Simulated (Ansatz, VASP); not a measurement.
**TiC in VASP and in Ansatz**

Contents of INCAR:

```
SYSTEM = TiC
ALGO     = Normal         ! electronic algorithm
EDIFF    = 1E-6           ! SCF threshold, eV
ENCUT    = 520            ! plane-wave cutoff, eV
GGA      = PS             ! functional
ISIF     = 2              ! what is computed and relaxed
ISMEAR   = 0              ! smearing method
LASPH    = .TRUE.         ! aspherical terms in the spheres
LCHARG   = .FALSE.        ! write CHGCAR
LREAL    = .FALSE.        ! projectors in reciprocal space
LWAVE    = .FALSE.        ! write WAVECAR
NBANDS   = 15             ! bands
NELM     = 80             ! most SCF steps
PREC     = Accurate       ! precision mode
SIGMA    = 0.15           ! smearing width, eV
```

File KPOINTS:

```
k-points
0
G
  18 18 18
  0 0 0
```

POSCAR

```
TiC
1.0
    0.0000000000      2.2289200000      2.1640000000
    2.2289200000      0.0000000000      2.1640000000
    2.2289200000      2.2289200000      0.0000000000
Ti C
1 1
Direct
    0.0000000000      0.0000000000      0.0000000000
    0.5000000000      0.5000000000      0.5000000000
```

Input for Ansatz:

```yaml
crystal:
  lattice:
    - [0.0, 2.22892, 2.164]
    - [2.22892, 0.0, 2.164]
    - [2.22892, 2.22892, 0.0]
  atoms:
    - { symbol: Ti, position: [0.0, 0.0, 0.0] }
    - { symbol: C, position: [0.5, 0.5, 0.5] }
basis:
  ecutwfc: 420
kpoints:
  mp_grid: { grid: [18, 18, 18] }
hamiltonian:
  xc: pbesol
scf:
  occupations: { method: gaussian, width: 0.15 }
output:
  forces: true
  stress: true
  eigenvalues: true
```

Change from the starting cell: strain +0.030 along x and y, +0.000 along z, atoms carried along.

Alike in both runs: task single point; functional PBEsol; k mesh 18 × 18 × 18; occupations gaussian, width 0.15 eV; no spin polarisation.

|  | VASP | Ansatz |
| --- | --- | --- |
| version | VASP 6.6.1 | Ansatz 0.2.0 |
| potentials or method | VASP PAW PBE potentials, release 64 (Ti_sv, C), cutoff 520 eV | scalar-relativistic, plane waves, PAW |
| valence electrons in the cell | 16 | 16 |

```csv
,VASP,Ansatz,Ansatz less VASP
gap on the k mesh at the Fermi level (eV),none,none,-
pressure (GPa),-18.3,-18.5,-0.12
"traceless stress, the component that is largest in VASP (GPa)",6.05,6.01,-0.046
```

VASP's potentials were made for PBE, not for PBEsol. A gap of «none» marks a metal or a gap that the smearing closes. With one functional, cell and mesh, what is left measures potentials, basis and numerics.
